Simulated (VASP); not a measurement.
# Be3SbN (Pm-3m) in VASP: further runs

The runs below take Be3SbN through single point, relaxation of cell and atoms, with PBE.

All numbers are computed with VASP 6.6.1; they aren't measurements. Logs are shortened: lines on timing, memory, paths and dates and some standing lists are left out, and cuts for length are marked.

**1. The cell of the first run**

It takes space group Pm-3m (No. 221, cubic). The conventional cell has a = 3.642 Å, b = 3.642 Å, c = 3.642 Å, α = 90.00°, β = 90.00°, γ = 90.00°. Within 2.4 Å of Be (site symmetry 4/mmm) lie 2 N at 1.82 Å. Sb (site symmetry m-3m) has 12 Be at 2.58 Å and 8 N at 3.15 Å within 3.4 Å. N (site symmetry m-3m) has 6 Be at 1.82 Å within 2.4 Å.

**2. Single point, PBE**

INCAR

```
ALGO = Normal ; EDIFF = 1E-6
ENCUT = 520 ; GGA = PE
ISIF = 2 ; ISMEAR = 0
LASPH = True ; LCHARG = True
LELF = True ; LREAL = False
LVHAR = True ; LWAVE = False
NBANDS = 16 ; NELM = 100
PREC = Accurate ; SIGMA = 0.1
```

KPOINTS

```
k-points
0
Gamma
  6 6 6
```

POSCAR

```
Be3SbN
1.0
    3.6423566906      0.0000000000      0.0000000000
    0.0000000000      3.6423566906      0.0000000000
    0.0000000000      0.0000000000      3.6423566906
Be Sb N
3 1 1
Direct
    0.0000000000      0.5000000000      0.5000000000
    0.5000000000      0.5000000000      0.0000000000
    0.5000000000      0.0000000000      0.5000000000
    0.0000000000      0.0000000000      0.0000000000
    0.5000000000      0.5000000000      0.5000000000
```

Potentials or basis: VASP PAW PBE potentials, release 64 (Be, Sb, N).

Run with:

```console
cat potpaw_PBE.64/Be/POTCAR potpaw_PBE.64/Sb/POTCAR potpaw_PBE.64/N/POTCAR > POTCAR
mpirun -np 1 vasp_std > vasp.out
```

OUTCAR:

```text
EDIFF = 1E-6
   ENCUT = 520
   GGA = PE
   ISIF = 2
   ISMEAR = 0
   LASPH = True
   LREAL = False
   NELM = 100
   PREC = Accurate

 ion  position               nearest neighbor table
   1  0.000  0.500  0.500-   5 1.82   5 1.82   4 2.58   4 2.58   4 2.58   4 2.58
   2  0.500  0.500  0.000-   5 1.82   5 1.82   4 2.58   4 2.58   4 2.58   4 2.58
   3  0.500  0.000  0.500-   5 1.82   5 1.82   4 2.58   4 2.58   4 2.58   4 2.58
   4  0.000  0.000  0.000-   1 2.58   2 2.58   3 2.58   1 2.58   3 2.58   1 2.58   2 2.58   1 2.58
                             2 2.58   3 2.58   3 2.58   2 2.58
   5  0.500  0.500  0.500-   1 1.82   2 1.82   3 1.82   2 1.82   3 1.82   1 1.82

  LATTYP: Found a simple cubic cell.
 ALAT       =     3.6423566906

  Lattice vectors:

 A1 = (   3.6423566906,   0.0000000000,   0.0000000000)
 A2 = (   0.0000000000,   3.6423566906,   0.0000000000)
 A3 = (   0.0000000000,   0.0000000000,   3.6423566906)

Analysis of symmetry for initial positions (statically):
=====================================================================
 Subroutine PRICEL returns:
 Original cell was already a primitive cell.

 Routine SETGRP: Setting up the symmetry group for a
 simple cubic supercell.

 Subroutine GETGRP returns: Found 48 space group operations
 (whereof 48 operations were pure point group operations)
 out of a pool of 48 trial point group operations.

The static configuration has the point symmetry O_h .

Analysis of symmetry for dynamics (positions and initial velocities):
=====================================================================
 Subroutine PRICEL returns:
 Original cell was already a primitive cell.

 Routine SETGRP: Setting up the symmetry group for a
 simple cubic supercell.

 Subroutine GETGRP returns: Found 48 space group operations
 (whereof 48 operations were pure point group operations)
 out of a pool of 48 trial point group operations.

The dynamic configuration has the point symmetry O_h .

 Subroutine INISYM returns: Found 48 space group operations
 (whereof 48 operations are pure point group operations),
 and found     1 'primitive' translations

----------------------------------------------------------------------------------------

                                     Primitive cell

  volume of cell :      48.3223

  direct lattice vectors                    reciprocal lattice vectors
     3.642356691  0.000000000  0.000000000     0.274547521  0.000000000  0.000000000
     0.000000000  3.642356691  0.000000000     0.000000000  0.274547521  0.000000000
     0.000000000  0.000000000  3.642356691     0.000000000  0.000000000  0.274547521

  length of vectors
     3.642356691  3.642356691  3.642356691     0.274547521  0.274547521  0.274547521

  position of ions in fractional coordinates (direct lattice)
     0.000000000  0.500000000  0.500000000
     0.500000000  0.500000000  0.000000000
     0.500000000  0.000000000  0.500000000
     0.000000000  0.000000000  0.000000000
     0.500000000  0.500000000  0.500000000

  ion indices of the primitive-cell ions
   primitive index   ion index
                 1           1
                 2           2
                 3           3
                 4           4
                 5           5

----------------------------------------------------------------------------------------

 KPOINTS: k-points

Automatic generation of k-mesh.
 Grid dimensions read from file:
 generate k-points for:    6    6    6

 Generating k-lattice:

  Cartesian coordinates                     Fractional coordinates (reciprocal lattice)
     0.045757920  0.000000000  0.000000000     0.166666667  0.000000000  0.000000000
     0.000000000  0.045757920  0.000000000     0.000000000  0.166666667  0.000000000
     0.000000000  0.000000000  0.045757920     0.000000000  0.000000000  0.166666667

  Length of vectors
     0.045757920  0.045757920  0.045757920

  Shift w.r.t. Gamma in fractional coordinates (k-lattice)
     0.000000000  0.000000000  0.000000000

 Subroutine IBZKPT returns following result:
 ===========================================

 Found     20 irreducible k-points:

 Following reciprocal coordinates:
            Coordinates               Weight
  0.000000  0.000000  0.000000      1.000000
  0.166667  0.000000  0.000000      6.000000
  0.333333  0.000000  0.000000      6.000000
  0.500000  0.000000  0.000000      3.000000
  0.166667  0.166667  0.000000     12.000000
  0.333333  0.166667  0.000000     24.000000
[... 12 lines left out ...]
  0.500000  0.500000  0.333333      6.000000
  0.500000  0.500000  0.500000      1.000000
   k-points           NKPTS =     20   k-points in BZ     NKDIM =     20   number of bands    NBANDS=     16
   number of dos      NEDOS =    301   number of ions     NIONS =      5
   total plane-waves  NPLWV =  21952
   dimension x,y,z NGX =    28 NGY =   28 NGZ =   28
   dimension x,y,z NGXF=    56 NGYF=   56 NGZF=   56
   ions per type =               3   1   1
   NGX,Y,Z   is equivalent  to a cutoff of  12.78, 12.78, 12.78 a.u.
   NGXF,Y,Z  is equivalent  to a cutoff of  25.56, 25.56, 25.56 a.u.
 SYSTEM =  unknown system
   PREC   = accura    normal or accurate (medium, high low for compatibility)
   ISTART =      0    job   : 0-new  1-cont  2-samecut
   ICHARG =      2    charge: 1-file 2-atom 10-const
   ISPIN  =      1    spin polarized calculation?
   LNONCOLLINEAR =      F non collinear calculations
   LSORBIT =      F    spin-orbit coupling
   LASPH  =      T    aspherical Exc in radial PAW
   ENCUT  =  520.0 eV  38.22 Ry    6.18 a.u.   6.77  6.77  6.77*2*pi/ulx,y,z
   NELM   =    100;   NELMIN=  2; NELMDL= -5     # of ELM steps
   EDIFF  = 0.1E-05   stopping-criterion for ELM
   LREAL  =      F    real-space projection
   EDIFFG = 0.1E-04   stopping-criterion for IOM
   NSW    =      0    number of steps for IOM
   IBRION =     -1    ionic relax: 0-MD 1-quasi-New 2-CG
   NFREE  =      0    steps in history (QN), initial steepest desc. (CG)
   ISIF   =      2    stress and relaxation
   ISYM   =      2    0-nonsym 1-usesym 2-fastsym
   POTIM  = 0.5000    time-step for ionic-motion
   TEBEG  =    0.0;   TEEND  =   0.0 temperature during run
   PSTRESS=    0.0 pullay stress
   NELECT =      16.0000    total number of electrons
   NUPDOWN=      -1.0000    fix difference up-down
   EMIN   =  10.00;   EMAX   =-10.00  energy-range for DOS
   EFERMI =   0.00;   METHOD = LEGACY
   ISMEAR =     0;   SIGMA  =   0.10  broadening in eV -4-tet -1-fermi 0-gaus
   EFERMI_NEDOS =   21; number of points for ismear=-14 and -15
   IALGO  =     38    algorithm
   IMIX   =      4    mixing-type and parameters
     AMIX     =   0.40;   BMIX     =  1.00
     AMIX_MAG =   1.60;   BMIX_MAG =  1.00
  volume/ion in A,a.u.               =       9.66        65.22
  Fermi-wavevector in a.u.,A,eV,Ry     =   1.132572  2.140250 17.452445  1.282719
  Thomas-Fermi vector in A             =   2.269273
   LORBIT       =      0    0 simple, 1 ext, 2 COOP (PROOUT), +10 PAW based schemes
   GGA     = PE    functional components
   LHFCALC =     F    Hartree Fock is set to
   AEXX    =    0.0000 exact exchange contribution
   IVDW    =     0    specifies the selected vdW correction
   LEPSILON=     F    determine dielectric tensor
   LRPA    =     F    only Hartree local field effects (RPA)
 non-spin polarized calculation
 Gauss-broadening in eV      SIGMA  =   0.10
  energy-cutoff  :      520.00
  volume of cell :       48.32
 maximum number of plane-waves:      1328
 NGX is ok and might be reduce to    28
   NGX = 13   NGY = 13   NGZ = 13

 number of electron      15.9999998 magnetization

 Free energy of the ion-electron system (eV)
  ---------------------------------------------------
  ext. energy  EPLUGINS =         0.00000000
  ---------------------------------------------------
  free energy    TOTEN  =       -22.76084085 eV

  energy without entropy =      -22.75909467  energy(sigma->0) =      -22.75996776

 E-fermi :  10.6570     XC(G=0): -11.3914

 val. band max:       10.6194051777   @ k =   0.0000   0.0000   0.0000
 cond. band min:      10.7013051419   @ k =   0.1667   0.0000   0.0000
 fundamental gap:      0.0818999643
 Fermi energy:        10.6570041615

 k-point     1 :       0.0000    0.0000    0.0000
  band No.  band energies     occupation
      1      -6.8908      2.00000
      2      -0.5268      2.00000
      3       3.0338      2.00000
      4       3.0338      2.00000
      5       3.0338      2.00000
      6      10.1606      2.00000
[... 8 lines left out ...]
     15      19.5700      0.00000
     16      19.5700      0.00000

 k-point     2 :       0.1667    0.0000    0.0000
  band No.  band energies     occupation
      1      -6.7537      2.00000
      2      -1.0214      2.00000
      3       3.2407      2.00000
      4       3.2407      2.00000
      5       3.4063      2.00000
      6       8.6466      2.00000
[... 8 lines left out ...]
     15      19.8171      0.00000
     16      20.1924      0.00000

 k-point     3 :       0.3333    0.0000    0.0000
  band No.  band energies     occupation
      1      -6.4314      2.00000
      2      -1.9051      2.00000
      3       3.7448      2.00000
      4       3.7448      2.00000
      5       4.1251      2.00000
      6       7.1682      2.00000
[... 8 lines left out ...]
     15      19.0419      0.00000
     16      19.0419      0.00000

 k-point     4 :       0.5000    0.0000    0.0000
  band No.  band energies     occupation
      1      -6.2340      2.00000
      2      -2.3377      2.00000
      3       4.0728      2.00000
      4       4.0728      2.00000
      5       4.5991      2.00000
      6       6.4264      2.00000
[... 8 lines left out ...]
     15      18.2711      0.00000
     16      18.2711      0.00000

 k-point     5 :       0.1667    0.1667    0.0000
  band No.  band energies     occupation
      1      -6.6303      2.00000
      2      -1.2246      2.00000
      3       2.5290      2.00000
      4       3.4334      2.00000
      5       4.4503      2.00000
      6       7.7322      2.00000
[... 8 lines left out ...]
     15      18.9883      0.00000
     16      19.5633      0.00000

 k-point     6 :       0.3333    0.1667    0.0000
  band No.  band energies     occupation
      1      -6.3470      2.00000
      2      -1.7443      2.00000
      3       2.4828      2.00000
      4       3.8942      2.00000
      5       5.3576      2.00000
      6       6.1067      2.00000
[... 8 lines left out ...]
     15      17.3751      0.00000
     16      20.2758      0.00000
[... 191 lines left out ...]
 k-point    17 :       0.3333    0.3333    0.3333
  band No.  band energies     occupation
      1      -6.0360      2.00000
      2      -0.5529      2.00000
      3       2.7033      2.00000
      4       2.7033      2.00000
      5       3.9550      2.00000
      6       5.7582      2.00000
[... 8 lines left out ...]
     15      19.4491      0.00000
     16      21.2129      0.00000

 k-point    18 :       0.5000    0.3333    0.3333
  band No.  band energies     occupation
      1      -5.9916      2.00000
      2      -0.0641      2.00000
      3       2.1869      2.00000
      4       3.4723      2.00000
      5       3.7391      2.00000
      6       4.3066      2.00000
[... 8 lines left out ...]
     15      19.5710      0.00000
     16      20.1582      0.00000

 k-point    19 :       0.5000    0.5000    0.3333
  band No.  band energies     occupation
      1      -5.9663      2.00000
      2       0.8692      2.00000
      3       2.3333      2.00000
      4       2.3333      2.00000
      5       3.8365      2.00000
      6       5.2828      2.00000
[... 8 lines left out ...]
     15      19.3555      0.00000
     16      20.0057      0.00000

 k-point    20 :       0.5000    0.5000    0.5000
  band No.  band energies     occupation
      1      -5.9535      2.00000
      2       1.8300      2.00000
      3       3.6380      2.00000
      4       3.6380      2.00000
      5       3.6380      2.00000
      6       3.6431      2.00000
[... 8 lines left out ...]
     15      20.0668      0.00000
     16      20.0668      0.00000

------------------------ aborting loop because EDIFF is reached ----------------------------------------

  FORCE on cell =-STRESS in cart. coord.  units (eV):
  Direction    XX          YY          ZZ          XY          YZ          ZX
  --------------------------------------------------------------------------------------
  -------------------------------------------------------------------------------------
  Total        5.8271582      5.8271582      5.8271582      0.0000000      0.0000000      0.0000000
  in kB      193.2057146    193.2057146    193.2057146      0.0000000      0.0000000      0.0000000
  external PRESSURE =     193.2057146 kB  Pullay stress =       0.0000000 kB

 VOLUME and BASIS-vectors are now :
 -----------------------------------------------------------------------------
  energy-cutoff  :      520.00
  volume of cell :       48.32
      direct lattice vectors                 reciprocal lattice vectors
     3.642356691  0.000000000  0.000000000     0.274547521  0.000000000  0.000000000
     0.000000000  3.642356691  0.000000000     0.000000000  0.274547521  0.000000000
     0.000000000  0.000000000  3.642356691     0.000000000  0.000000000  0.274547521

 POSITION                                       TOTAL-FORCE (eV/Angst)
 -----------------------------------------------------------------------------------
      0.00000      1.82118      1.82118         0.000000      0.000000      0.000000
      1.82118      1.82118      0.00000         0.000000      0.000000      0.000000
      1.82118      0.00000      1.82118         0.000000      0.000000      0.000000
      0.00000      0.00000      0.00000         0.000000      0.000000      0.000000
      1.82118      1.82118      1.82118         0.000000      0.000000      0.000000
 -----------------------------------------------------------------------------------
    total drift:                                0.000000      0.000000      0.000000

  FREE ENERGIE OF THE ION-ELECTRON SYSTEM (eV)
  ---------------------------------------------------
  free  energy   TOTEN  =       -22.7608408484 eV

  energy  without entropy=      -22.7590946666  energy(sigma->0) =      -22.75996776
```

It took 16 s on 1 thread of Intel Xeon Platinum 8259CL at 2.50GHz (Skylake/Cascade Lake), shared host; peak memory 0.16 GiB.

What came out:

- Free energy: -22.7608 eV
- Pressure: 19.3 GPa
- Band gap on the k mesh: zero (band 8 reaches 11.09 eV, above the bottom of band 9 at 10.62 eV)

Levels at points of the mesh, in eV from the Fermi level:
| k point | band 5 | band 6 | band 7 | band 8 | band 9 | band 10 | band 11 | band 12 |
| --- | --- | --- | --- | --- | --- | --- | --- | --- |
| (0.00, 0.00, 0.00) | -7.62 | -0.50 | -0.50 | -0.50 | -0.04 | -0.04 | 4.41 | 4.41 |
| (0.50, 0.00, 0.00) | -6.06 | -4.23 | -2.33 | -2.33 | 0.36 | 2.99 | 3.77 | 3.77 |
| (0.50, 0.50, 0.00) | -6.09 | -1.80 | -1.80 | 0.43 | 0.53 | 1.25 | 1.25 | 2.07 |
| (0.50, 0.50, 0.50) | -7.02 | -7.01 | -7.01 | -7.01 | 4.58 | 4.58 | 4.58 | 7.41 |

Caveat: spin-orbit coupling is left out, which moves the levels of the heavy elements.

**3. Single point, PBE**

This run uses another cell than the first one, of 10.87 Å³/atom, 1.125 times its volume.

INCAR

```
SYSTEM = Be3SbN
  PREC = Accurate
  ENCUT = 520
  EDIFF = 1E-6
  ISMEAR = -1
  SIGMA = 0.15
  LREAL = .False.
  LASPH = .True.
  NELM = 100
  ALGO = Normal
  ISIF = 2
  LWAVE = .False.
  LCHARG = .False.
  GGA = PE
  NBANDS = 16
```

KPOINTS

```
Automatic mesh
0
Gamma
  10 10 10
  0 0 0
```

POSCAR, as its differences from that of step 2:

```diff
@@ -2,5 +2,5 @@
 1.0
-    3.6423566906      0.0000000000      0.0000000000
-    0.0000000000      3.6423566906      0.0000000000
-    0.0000000000      0.0000000000      3.6423566906
+    3.7882430466      0.0000000000      0.0000000000
+    0.0000000000      3.7882430466      0.0000000000
+    0.0000000000      0.0000000000      3.7882430466
 Be Sb N
```

Potentials or basis: VASP PAW PBE potentials, release 64 (Be, Sb, N).

Run with:

```console
cat potpaw_PBE.64/Be/POTCAR potpaw_PBE.64/Sb/POTCAR potpaw_PBE.64/N/POTCAR > POTCAR
mpirun -np 1 vasp_std > vasp.out
```

It took 35 s on 1 thread of Intel Xeon Platinum 8259CL at 2.50GHz (Skylake/Cascade Lake), shared host; peak memory 0.19 GiB.

Results (log left out):

| Property | Result |
| --- | --- |
| Free energy | -23.1220 eV |
| Pressure | 0.4 GPa |
| Band gap on the k mesh | zero (band 8 reaches 9.31 eV, above the bottom of band 9 at 9.14 eV) |

Levels at points of the mesh, in eV from the Fermi level:
```tsv
k point	band 4	band 5	band 6	band 7	band 8	band 9	band 10	band 11	band 12	band 13
(0.00, 0.00, 0.00)	-6.80	-6.80	-0.48	-0.48	-0.48	0.03	0.03	4.37	4.37	4.37
(0.50, 0.00, 0.00)	-5.87	-5.67	-4.13	-2.00	-2.00	0.63	2.63	3.61	3.61	5.42
(0.50, 0.50, 0.00)	-8.50	-5.43	-1.61	-1.61	0.20	0.34	1.42	1.42	1.72	6.24
(0.50, 0.50, 0.50)	-6.41	-6.41	-6.21	-6.21	-6.21	4.13	4.13	4.13	6.51	8.31
```

Caveat: spin-orbit coupling is left out, which moves the levels of the heavy elements.

**4. Relaxation of cell and atoms, PBE**

This run uses another cell than the first one, of 10.87 Å³/atom, 1.125 times its volume.

INCAR

```
SYSTEM = Be3SbN
PREC = Accurate
ENCUT = 600
EDIFF = 1E-6
ISMEAR = -1
SIGMA = 0.15
LREAL = .FALSE.
LASPH = .TRUE.
NELM = 100
ALGO = Normal
ISIF = 3
LWAVE = .FALSE.
LCHARG = .FALSE.
GGA = PE
IBRION = 2
NSW = 80
EDIFFG = -0.001
```

KPOINTS

```
Automatic mesh
0
G
  10 10 10
  0 0 0
```

POSCAR, as its differences from that of step 3:

```diff
@@ -2,5 +2,5 @@
 1.0
-    3.7882430466      0.0000000000      0.0000000000
-    0.0000000000      3.7882430466      0.0000000000
-    0.0000000000      0.0000000000      3.7882430466
+    3.7879265458      0.0000000000      0.0000000000
+    0.0000000000      3.7879265458      0.0000000000
+    0.0000000000      0.0000000000      3.7879265458
 Be Sb N
```

Run with:

```console
cat potpaw_PBE.64/Be/POTCAR potpaw_PBE.64/Sb/POTCAR potpaw_PBE.64/N/POTCAR > POTCAR
mpirun -np 1 vasp_std > vasp.out
```

Wall time 63 s (1 thread of Intel Xeon Platinum 8259CL at 2.50GHz (Skylake/Cascade Lake), shared host); peak memory 0.21 GiB.

The run converged. Its results:

* Free energy: -23.1240 eV
* Relaxed volume: 10.90 Å³/atom
* Relaxed cell: a = 3.791 Å, b = 3.791 Å, c = 3.791 Å, α = 90.00°, β = 90.00°, γ = 90.00°
* Space group after relaxing (to 0.05 Å): Pm-3m (No. 221)
* Energy gained by relaxing: 0.0 meV/atom
* Ionic steps: 3
* Pressure after relaxing: 0.0 GPa
* Band gap on the k mesh: zero (band 8 reaches 9.28 eV, above the bottom of band 9 at 9.11 eV)

The path:
```tsv
step	energy change (eV)	largest force (eV/Å)	pressure (GPa)	volume (Å³)
1	0.0000	0.0000	0.36	54.35
2	-0.0002	0.0000	-0.09	54.54
3	-0.0002	0.0000	0.00	54.50
```

Final structure:
```
Be Sb N
1.0
     3.79139    0.00000    0.00000
     0.00000    3.79139    0.00000
     0.00000    0.00000    3.79139
Be Sb N
3 1 1
Direct
  0.00000 0.50000 0.50000
  0.50000 0.50000 0.00000
  0.50000 0.00000 0.50000
  0.00000 0.00000 0.00000
  0.50000 0.50000 0.50000
```

Levels at points of the mesh, in eV from the Fermi level:
| k point | band 6 | band 7 | band 8 | band 9 | band 10 | band 11 |
| --- | --- | --- | --- | --- | --- | --- |
| (0.00, 0.00, 0.00) | -0.48 | -0.48 | -0.48 | 0.03 | 0.03 | 4.37 |
| (0.50, 0.00, 0.00) | -4.13 | -1.99 | -1.99 | 0.64 | 2.63 | 3.60 |
| (0.50, 0.50, 0.00) | -1.61 | -1.61 | 0.20 | 0.34 | 1.42 | 1.42 |
| (0.50, 0.50, 0.50) | -6.19 | -6.19 | -6.19 | 4.12 | 4.12 | 4.12 |

Caveat: spin-orbit coupling is left out, which moves the levels of the heavy elements.

**5. Summary**

| task | cell | k mesh | cutoff (eV) | smearing | gap on the mesh (eV) | pressure (GPa) |
| --- | --- | --- | --- | --- | --- | --- |
| single point | a = 3.642 Å, 5 atoms | 6 × 6 × 6 | 520 | gaussian 0.1 eV | none | 19.3 |
| single point | a = 3.788 Å, 5 atoms | 10 × 10 × 10 | 520 | fermi-dirac 0.15 eV | none | 0.4 |
| relaxation of cell and atoms | relaxed from a = 3.788 Å, 5 atoms | 10 × 10 × 10 | 600 | fermi-dirac 0.15 eV | none | 0.0 |

Alike in all rows: level PBE; potentials or basis VASP PAW PBE potentials, release 64 (Be, Sb, N); no spin polarisation.

Caveats: spin-orbit coupling is left out, which moves the levels of the heavy elements.

Absolute energies hang on the potentials; compare differences alone.
